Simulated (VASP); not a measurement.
## InP: single point with PBEsol

Crystal: InP.

```xyz
2
Lattice="0.0000 2.6867 3.2240 2.6867 0.0000 3.2240 2.6867 2.6867 0.0000" Properties=species:S:1:pos:R:3 pbc="T T T"
In    0.0000    0.0000    0.0000
P     2.6867    2.6867    3.2240
```

This cell differs from its parent crystal: ratio of the length along z to the lengths across it x 1.2, volume and fractional coordinates fixed.

```yaml
Program: VASP 6.6.1
Task: single point
Functional: PBEsol
Potentials_or_basis: VASP PAW PBE potentials, release 64 (In_d, P)
Cutoff: 520 eV
k_mesh: 16 × 16 × 16
Occupations: gaussian, width 0.15 eV
Spin: no spin polarisation
```

```json
{
  "Pressure": "-4.9 GPa",
  "Band gap on the k mesh": "zero (bands 9 and 10 overlap by 2.05 eV)"
}
```

Stress tensor (GPa, compression positive):
```
-2.44  0.00  0.00
 0.00 -2.44  0.00
 0.00  0.00 -9.84
```

Levels at points of the mesh, in eV from the Fermi level:
```
           k point  band 6  band 7  band 8  band 9  band 10  band 11  band 12  band 13
(0.00, 0.00, 0.00)  -11.50   -0.76   -0.76    0.01     0.31     5.47     6.30     7.23
(0.50, 0.00, 0.00)   -9.76   -6.43   -0.37    0.50     1.69     3.55     3.96     4.99
(0.50, 0.50, 0.00)   -9.84   -4.42   -1.74   -1.74    -1.38     4.40     8.04     9.84
(0.50, 0.00, 0.50)   -8.29   -4.62   -3.30   -3.03    -1.32     3.82     6.58     9.54
```

It took 78 s on 1 thread of Intel(R) Xeon(R) 6975P-C (Granite Rapids) (shared host), peak memory 0.37 GiB.

Caveat: the stress differs along the axes, from -10 to -2 GPa; the PAW data sets were made with another functional, which shifts forces and pressure a little; spin-orbit coupling is left out, which moves the levels of the heavy elements.
